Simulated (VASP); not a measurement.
Here is a VASP 6.6.1 calculation.

Contents of INCAR:

```
SYSTEM = KCl
  ALGO = Normal
  EDIFF = 1E-7
  ENCUT = 520
  GGA = PE
  ISIF = 2
  ISMEAR = -1
  LASPH = .True.
  LCHARG = .False.
  LREAL = .False.
  LWAVE = .False.
  NBANDS = 15
  NELM = 100
  PREC = Accurate
  SIGMA = 0.03
```

File KPOINTS:

```
k-points
0
Gamma
  7 7 7
  0 0 0
```

Contents of POSCAR:

```
KCl
1.0
   -0.0631220000      3.1245390000      3.1245390000
    3.1245390000     -0.0631220000      3.1245390000
    3.1245390000      3.1245390000     -0.0631220000
K Cl
1 1
Direct
    0.0000000000      0.0000000000      0.0000000000
    0.5000000000      0.5000000000      0.5000000000
```

Potentials or basis: VASP PAW PBE potentials, release 64 (K_sv, Cl).

Command:

```bash
$ cat potpaw_PBE.64/K_sv/POTCAR potpaw_PBE.64/Cl/POTCAR > POTCAR
$ mpirun -np 1 vasp_std > vasp.out
```

Problem. Predict the band gap on the k mesh.

Solution. 5.12 eV, direct.

Problem. Estimate the pressure.

Solution. 0.6 GPa.

Stress tensor (GPa, compression positive):
```
0.60 0.12 0.12
0.12 0.60 0.12
0.12 0.12 0.60
```

Caveat: the cell differs from its parent crystal (equal xy, yz and zx shear strains of -2 %). A k mesh can miss the band edges.
